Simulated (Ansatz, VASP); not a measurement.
Ir in VASP and in Ansatz

The input INCAR:

```
SYSTEM = Ir
ALGO = Normal
EDIFF = 1E-7
ENCUT = 520
GGA = RE
ISIF = 2
ISMEAR = -1
LASPH = .True.
LCHARG = .False.
LREAL = .False.
LWAVE = .False.
NBANDS = 16
NELM = 60
PREC = Accurate
SIGMA = 0.1
```

File KPOINTS:

```
k-points
0
Gamma
  11 11 11
  0 0 0
```

Contents of POSCAR:

```
Ir
1.0
    0.0000000000      2.8321841302      2.8321841302
    2.8321841302      0.0000000000      2.8321841302
    2.8321841302      2.8321841302      0.0000000000
Ir
2
Direct
    0.1250000000      0.1250000000      0.1250000000
    0.8750000000      0.8750000000      0.8750000000
```

Input for Ansatz:

```yaml
crystal:
  lattice:
    - [0.0, 2.8321841302, 2.8321841302]
    - [2.8321841302, 0.0, 2.8321841302]
    - [2.8321841302, 2.8321841302, 0.0]
  atoms:
    - { symbol: Ir, position: [0.125, 0.125, 0.125] }
    - { symbol: Ir, position: [0.875, 0.875, 0.875] }
hamiltonian:
  xc: revpbe
  pseudopotentials:
    kind: paw
    azcp:
      Ir: "pseudopotentials/Ir.paw.azcp"
basis:
  ecutwfc: 420
  fft_grid_basis: typed
kpoints:
  mp_grid: { grid: [11, 11, 11], shift: [0, 0, 0] }
magnetization:
  spin_polarized: false
scf:
  occupations: { method: fermi_dirac, width: 0.1 }
  lower_state_search: "off"
output:
  stress: true
```

Alike in both runs: task single point; functional revPBE; k mesh 11 × 11 × 11; occupations fermi-dirac, width 0.1 eV; no spin polarisation.

|  | VASP | Ansatz |
| --- | --- | --- |
| version | VASP 6.6.1 | Ansatz 0.2.0 |
| potentials or method | VASP PAW PBE potentials, release 64 (Ir), cutoff 520 eV | plane waves (420 eV) with PAW, scalar-relativistic |
| valence electrons in the cell | 18 | 34 |

VASP gave:

| Property | Result |
| --- | --- |
| pressure (GPa) | -6.5 |

Problem. What did Ansatz give for the same quantities?

Solution. Pressure (GPa): -6.3.

VASP's potentials were made for PBE, not for revPBE. VASP's potentials hold 18 valence electrons a cell and Ansatz's 34, so a difference there can come from the potentials and not from the codes.

Spin-orbit coupling is off throughout.
